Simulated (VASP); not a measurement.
# FePt (P4/mmm) in VASP: single point with PBEsol

Aim: the single point of FePt with PBEsol.

Everything below comes from runs of VASP 6.6.1. Logs are shortened: lines on timing, memory, paths and dates and some standing lists are left out, and cuts for length are marked.

**1. The cell of the first run**

The structure is tetragonal, space group P4/mmm (No. 123). Conventional cell: a = 2.687 Å, b = 2.687 Å, c = 3.718 Å, α = 90.00°, β = 90.00°, γ = 90.00°. Within 3.5 Å of Fe (site symmetry 4/mmm) lie 8 Pt at 2.66 Å and 4 Fe at 2.69 Å. Pt (site symmetry 4/mmm) has 8 Fe at 2.66 Å and 4 Pt at 2.69 Å within 3.5 Å.

**2. Single point, PBEsol, collinear spin, ferromagnetic start**

The input, INCAR:

```
SYSTEM = FePt
  PREC = Accurate
  ENCUT = 520
  EDIFF = 1E-6
  ISMEAR = 0
  SIGMA = 0.1
  LREAL = .False.
  LASPH = .True.
  NELM = 150
  ALGO = Normal
  ISIF = 2
  LWAVE = .False.
  LCHARG = .False.
  ISPIN = 2
  MAGMOM = 3.27 0.44
  LORBIT = 11
  LMAXMIX = 4
  GGA = PS
  NBANDS = 20
```

The input, KPOINTS:

```
regular mesh
0
Gamma
  16 16 12
  0 0 0
```

The input, POSCAR:

```
FePt
1.0
    2.6867719157      0.0000000000      0.0000000000
    0.0000000000      2.6867719157      0.0000000000
    0.0000000000      0.0000000000      3.7175098969
Fe Pt
1 1
Direct
    0.0000000000      0.0000000000      0.0000000000
    0.5000000000      0.5000000000      0.5000000000
```

Potentials or basis: VASP PAW PBE potentials, release 64 (Fe, Pt).

The run is started by

```bash
cat potpaw_PBE.64/Fe/POTCAR potpaw_PBE.64/Pt/POTCAR > POTCAR
mpirun -np 1 vasp_std > vasp.out
```

OUTCAR:

```text
SYSTEM = FePt
   PREC = Accurate
   ENCUT = 520
   EDIFF = 1E-6
   ISMEAR = 0
   LREAL = .False.
   LASPH = .True.
   NELM = 150
   ISIF = 2
   ISPIN = 2
   LORBIT = 11
   GGA = PS

 ion  position               nearest neighbor table
   1  0.000  0.000  0.000-   2 2.66   2 2.66   2 2.66   2 2.66   2 2.66   2 2.66   2 2.66   2 2.66

   2  0.500  0.500  0.500-   1 2.66   1 2.66   1 2.66   1 2.66   1 2.66   1 2.66   1 2.66   1 2.66

  LATTYP: Found a simple tetragonal cell.
 ALAT       =     2.6867719157
 C/A-ratio  =     1.3836343439

  Lattice vectors:

 A1 = (   2.6867719157,   0.0000000000,   0.0000000000)
 A2 = (   0.0000000000,   2.6867719157,   0.0000000000)
 A3 = (   0.0000000000,   0.0000000000,   3.7175098969)

Analysis of symmetry for initial positions (statically):
=====================================================================
 Subroutine PRICEL returns:
 Original cell was already a primitive cell.

 Routine SETGRP: Setting up the symmetry group for a
 simple tetragonal supercell.

 Subroutine GETGRP returns: Found 16 space group operations
 (whereof 16 operations were pure point group operations)
 out of a pool of 16 trial point group operations.

The static configuration has the point symmetry D_4h.

Analysis of symmetry for dynamics (positions and initial velocities):
=====================================================================
 Subroutine PRICEL returns:
 Original cell was already a primitive cell.

 Routine SETGRP: Setting up the symmetry group for a
 simple tetragonal supercell.

 Subroutine GETGRP returns: Found 16 space group operations
 (whereof 16 operations were pure point group operations)
 out of a pool of 16 trial point group operations.

The dynamic configuration has the point symmetry D_4h.

Analysis of structural, dynamic, and magnetic symmetry:
=====================================================================
 Subroutine PRICEL returns:
 Original cell was already a primitive cell.

 Routine SETGRP: Setting up the symmetry group for a
 simple tetragonal supercell.

 Subroutine GETGRP returns: Found 16 space group operations
 (whereof 16 operations were pure point group operations)
 out of a pool of 16 trial point group operations.

The overall configuration has the point symmetry D_4h.

 Subroutine INISYM returns: Found 16 space group operations
 (whereof 16 operations are pure point group operations),
 and found     1 'primitive' translations

----------------------------------------------------------------------------------------

                                     Primitive cell

  volume of cell :      26.8357

  direct lattice vectors                    reciprocal lattice vectors
     2.686771916  0.000000000  0.000000000     0.372193856  0.000000000  0.000000000
     0.000000000  2.686771916  0.000000000     0.000000000  0.372193856  0.000000000
     0.000000000  0.000000000  3.717509897     0.000000000  0.000000000  0.268997266

  length of vectors
     2.686771916  2.686771916  3.717509897     0.372193856  0.372193856  0.268997266

  position of ions in fractional coordinates (direct lattice)
     0.000000000  0.000000000  0.000000000
     0.500000000  0.500000000  0.500000000

  ion indices of the primitive-cell ions
   primitive index   ion index
                 1           1
                 2           2

----------------------------------------------------------------------------------------

 KPOINTS: regular mesh

Automatic generation of k-mesh.
 Grid dimensions read from file:
 generate k-points for:   16   16   12

 Generating k-lattice:

  Cartesian coordinates                     Fractional coordinates (reciprocal lattice)
     0.023262116  0.000000000  0.000000000     0.062500000  0.000000000  0.000000000
     0.000000000  0.023262116  0.000000000     0.000000000  0.062500000  0.000000000
     0.000000000  0.000000000  0.022416439     0.000000000  0.000000000  0.083333333

  Length of vectors
     0.023262116  0.023262116  0.022416439

  Shift w.r.t. Gamma in fractional coordinates (k-lattice)
     0.000000000  0.000000000  0.000000000

 Subroutine IBZKPT returns following result:
 ===========================================

 Found    315 irreducible k-points:

 Following reciprocal coordinates:
            Coordinates               Weight
  0.000000  0.000000  0.000000      1.000000
  0.062500  0.000000  0.000000      4.000000
  0.125000  0.000000  0.000000      4.000000
  0.187500  0.000000  0.000000      4.000000
  0.250000  0.000000  0.000000      4.000000
  0.312500  0.000000  0.000000      4.000000
[... 16 lines left out ...]
  0.437500  0.125000  0.000000      8.000000
  0.500000  0.125000  0.000000      4.000000
 [... further k-points ...]
   k-points           NKPTS =    315   k-points in BZ     NKDIM =    315   number of bands    NBANDS=     20
   number of dos      NEDOS =    301   number of ions     NIONS =      2
   total plane-waves  NPLWV =  11200
   dimension x,y,z NGX =    20 NGY =   20 NGZ =   28
   dimension x,y,z NGXF=    40 NGYF=   40 NGZF=   56
   ions per type =               1   1
   NGX,Y,Z   is equivalent  to a cutoff of  12.38, 12.38, 12.52 a.u.
   NGXF,Y,Z  is equivalent  to a cutoff of  24.75, 24.75, 25.04 a.u.
 SYSTEM =  FePt
   PREC   = accura    normal or accurate (medium, high low for compatibility)
   ISTART =      0    job   : 0-new  1-cont  2-samecut
   ICHARG =      2    charge: 1-file 2-atom 10-const
   ISPIN  =      2    spin polarized calculation?
   LNONCOLLINEAR =      F non collinear calculations
   LSORBIT =      F    spin-orbit coupling
   LASPH  =      T    aspherical Exc in radial PAW
   ENCUT  =  520.0 eV  38.22 Ry    6.18 a.u.   5.00  5.00  6.91*2*pi/ulx,y,z
   NELM   =    150;   NELMIN=  2; NELMDL= -5     # of ELM steps
   EDIFF  = 0.1E-05   stopping-criterion for ELM
   LREAL  =      F    real-space projection
   EDIFFG = 0.1E-04   stopping-criterion for IOM
   NSW    =      0    number of steps for IOM
   IBRION =     -1    ionic relax: 0-MD 1-quasi-New 2-CG
   NFREE  =      0    steps in history (QN), initial steepest desc. (CG)
   ISIF   =      2    stress and relaxation
   ISYM   =      2    0-nonsym 1-usesym 2-fastsym
   POTIM  = 0.5000    time-step for ionic-motion
   TEBEG  =    0.0;   TEEND  =   0.0 temperature during run
   PSTRESS=    0.0 pullay stress
   NELECT =      18.0000    total number of electrons
   NUPDOWN=      -1.0000    fix difference up-down
   EMIN   =  10.00;   EMAX   =-10.00  energy-range for DOS
   EFERMI =   0.00;   METHOD = LEGACY
   ISMEAR =     0;   SIGMA  =   0.10  broadening in eV -4-tet -1-fermi 0-gaus
   EFERMI_NEDOS =   21; number of points for ismear=-14 and -15
   IALGO  =     38    algorithm
   IMIX   =      4    mixing-type and parameters
     AMIX     =   0.40;   BMIX     =  1.00
     AMIX_MAG =   1.60;   BMIX_MAG =  1.00
  volume/ion in A,a.u.               =      13.42        90.55
  Fermi-wavevector in a.u.,A,eV,Ry     =   1.433049  2.708070 27.941331  2.053630
  Thomas-Fermi vector in A             =   2.552610
   LORBIT       =     11    0 simple, 1 ext, 2 COOP (PROOUT), +10 PAW based schemes
   GGA     = PS    functional components
   LHFCALC =     F    Hartree Fock is set to
   AEXX    =    0.0000 exact exchange contribution
   IVDW    =     0    specifies the selected vdW correction
   LEPSILON=     F    determine dielectric tensor
   LRPA    =     F    only Hartree local field effects (RPA)
 spin polarized calculation
 Gauss-broadening in eV      SIGMA  =   0.10
  energy-cutoff  :      520.00
  volume of cell :       26.84
 maximum number of plane-waves:       744
 NGX is ok and might be reduce to    20
   NGX =  9   NGY =  9   NGZ = 13

 number of electron      18.0000011 magnetization       3.2053004

 Free energy of the ion-electron system (eV)
  ---------------------------------------------------
  ext. energy  EPLUGINS =         0.00000000
  ---------------------------------------------------
  free energy    TOTEN  =       -16.29579584 eV

  energy without entropy =      -16.28923017  energy(sigma->0) =      -16.29251301

 E-fermi :   8.9110     XC(G=0): -13.3665

 val. band max:        8.9079658894   @ k =   0.4375   0.1875   0.2500
 cond. band min:       8.9112632586   @ k =   0.5000   0.3750   0.3333
 fundamental gap:      0.0032973692
 Fermi energy:         8.9110256118

 spin component 1

 k-point     1 :       0.0000    0.0000    0.0000
  band No.  band energies     occupation
      1      -0.9770      1.00000
      2       2.3346      1.00000
      3       2.4827      1.00000
      4       5.4519      1.00000
      5       5.4519      1.00000
      6       5.9412      1.00000
[... 12 lines left out ...]
     19      30.7192      0.00000
     20      30.7192      0.00000

 k-point     2 :       0.0625    0.0000    0.0000
  band No.  band energies     occupation
      1      -0.8707      1.00000
      2       2.3954      1.00000
      3       2.5539      1.00000
      4       5.4033      1.00000
      5       5.4826      1.00000
      6       5.9709      1.00000
[... 12 lines left out ...]
     19      30.5170      0.00000
     20      30.9195      0.00000
[... 465 lines left out ...]
      3       4.0613      1.00000
      4       4.1367      1.00000
      5       4.9190      1.00000
      6       5.5154      1.00000
[... 12 lines left out ...]
     19      31.2250      0.00000
     20      31.8309      0.00000

 k-point    24 :       0.5000    0.1250    0.0000
  band No.  band energies     occupation
      1       3.0094      1.00000
      2       3.7264      1.00000
      3       3.9529      1.00000
      4       4.2258      1.00000
      5       4.8781      1.00000
      6       5.4511      1.00000
[... 12 lines left out ...]
     19      31.0949      0.00000
     20      32.3901      0.00000

 [... further k-points ...]

 spin component 2

 k-point     1 :       0.0000    0.0000    0.0000
  band No.  band energies     occupation
      1      -0.8002      1.00000
      2       2.8440      1.00000
      3       2.8846      1.00000
      4       6.4995      1.00000
      5       6.4995      1.00000
      6       8.0407      1.00000
[... 12 lines left out ...]
     19      30.8608      0.00000
     20      30.8608      0.00000

 k-point     2 :       0.0625    0.0000    0.0000
  band No.  band energies     occupation
      1      -0.6931      1.00000
      2       2.8973      1.00000
      3       2.9659      1.00000
      4       6.3900      1.00000
      5       6.5293      1.00000
      6       8.0692      1.00000
[... 12 lines left out ...]
     19      30.7029      0.00000
     20      31.0622      0.00000
[... 465 lines left out ...]
      3       4.4880      1.00000
      4       4.6325      1.00000
      5       6.1627      1.00000
      6       6.8008      1.00000
[... 12 lines left out ...]
     19      31.7942      0.00000
     20      32.0905      0.00000

 k-point    24 :       0.5000    0.1250    0.0000
  band No.  band energies     occupation
      1       3.1999      1.00000
      2       4.0601      1.00000
      3       4.5050      1.00000
      4       4.5793      1.00000
      5       6.1541      1.00000
      6       6.8308      1.00000
[... 12 lines left out ...]
     19      31.7297      0.00000
     20      32.8089      0.00000

 [... further k-points ...]

------------------------ aborting loop because EDIFF is reached ----------------------------------------

  FORCE on cell =-STRESS in cart. coord.  units (eV):
  Direction    XX          YY          ZZ          XY          YZ          ZX
  --------------------------------------------------------------------------------------
  -------------------------------------------------------------------------------------
  Total       -0.0555323     -0.0555323     -0.0373839      0.0000000      0.0000000     -0.0000000
  in kB       -3.3154499     -3.3154499     -2.2319335      0.0000000      0.0000000     -0.0000000
  external PRESSURE =      -2.9542778 kB  Pullay stress =       0.0000000 kB

 VOLUME and BASIS-vectors are now :
 -----------------------------------------------------------------------------
  energy-cutoff  :      520.00
  volume of cell :       26.84
      direct lattice vectors                 reciprocal lattice vectors
     2.686771916  0.000000000  0.000000000     0.372193856  0.000000000  0.000000000
     0.000000000  2.686771916  0.000000000     0.000000000  0.372193856  0.000000000
     0.000000000  0.000000000  3.717509897     0.000000000  0.000000000  0.268997266

 POSITION                                       TOTAL-FORCE (eV/Angst)
 -----------------------------------------------------------------------------------
      0.00000      0.00000      0.00000         0.000000      0.000000      0.000000
      1.34339      1.34339      1.85875         0.000000      0.000000      0.000000
 -----------------------------------------------------------------------------------
    total drift:                               -0.000000      0.000000      0.000000

  FREE ENERGIE OF THE ION-ELECTRON SYSTEM (eV)
  ---------------------------------------------------
  free  energy   TOTEN  =       -16.2957958385 eV

  energy  without entropy=      -16.2892301748  energy(sigma->0) =      -16.29251301

 total charge

# of ion       s       p       d       tot
------------------------------------------
    1        0.421   0.478   6.149   7.048
    2        0.723   0.701   8.064   9.489
--------------------------------------------------
tot          1.144   1.179  14.214  16.537

 magnetization (x)

# of ion       s       p       d       tot
------------------------------------------
    1        0.002  -0.006   2.853   2.850
    2       -0.024  -0.066   0.410   0.320
--------------------------------------------------
tot         -0.022  -0.071   3.263   3.169
```

It took 3.5 min on 1 thread of AMD EPYC 7R43 (Zen 3), shared host; peak memory 0.32 GiB.

Results:

* Free energy: -16.2958 eV
* Pressure: -0.3 GPa
* Net moment: 3.21 μB per cell
* Site moments: Fe +2.85; Pt +0.32 μB
* Valence electrons inside the program's atomic spheres: Fe 7.05; Pt 9.49

Stress tensor (GPa, compression positive):
```
-0.33  0.00  0.00
 0.00 -0.33  0.00
 0.00  0.00 -0.22
```

Levels at points of the mesh, in eV from the Fermi level:
Spin up:
```csv
k point,band 8,band 9,band 10,band 11,band 12,band 13,band 14,band 15
"(0.00, 0.00, 0.00)",-1.89,-0.43,-0.29,-0.29,2.06,9.85,11.97,11.97
"(0.50, 0.00, 0.00)",-2.44,-2.06,-1.62,0.31,2.24,10.48,10.62,12.64
"(0.50, 0.50, 0.00)",-0.39,-0.39,0.71,1.65,1.65,8.00,10.47,10.88
"(0.00, 0.00, 0.50)",-2.24,-2.16,-2.16,-1.72,-0.76,15.66,15.93,16.49
"(0.50, 0.00, 0.50)",-0.78,-0.68,-0.61,-0.43,-0.31,4.96,7.04,16.22
"(0.50, 0.50, 0.50)",-1.81,-0.90,0.72,6.99,6.99,7.95,8.57,8.67
```
Spin down:
```
           k point  band 5  band 6  band 7  band 8  band 9  band 10  band 11  band 12
(0.00, 0.00, 0.00)   -2.41   -0.87   -0.70    0.51    1.70     1.75     1.75     2.30
(0.50, 0.00, 0.00)   -2.52   -1.36   -1.28   -0.99    0.49     0.74     2.55     2.70
(0.50, 0.50, 0.00)    1.06    1.28    1.67    1.80    1.80     1.84     1.84     1.85
(0.00, 0.00, 0.50)   -1.91   -1.91   -1.48   -0.51    0.05     0.47     0.47     1.45
(0.50, 0.00, 0.50)   -2.26   -0.52   -0.50   -0.47    1.00     1.54     1.64     1.64
(0.50, 0.50, 0.50)   -1.55   -1.42   -1.42    0.71    1.06     1.85     7.74     7.74
```

Caveat: the PAW data sets were made with another functional, which shifts forces and pressure a little; spin-orbit coupling is left out, which moves the levels of the heavy elements.
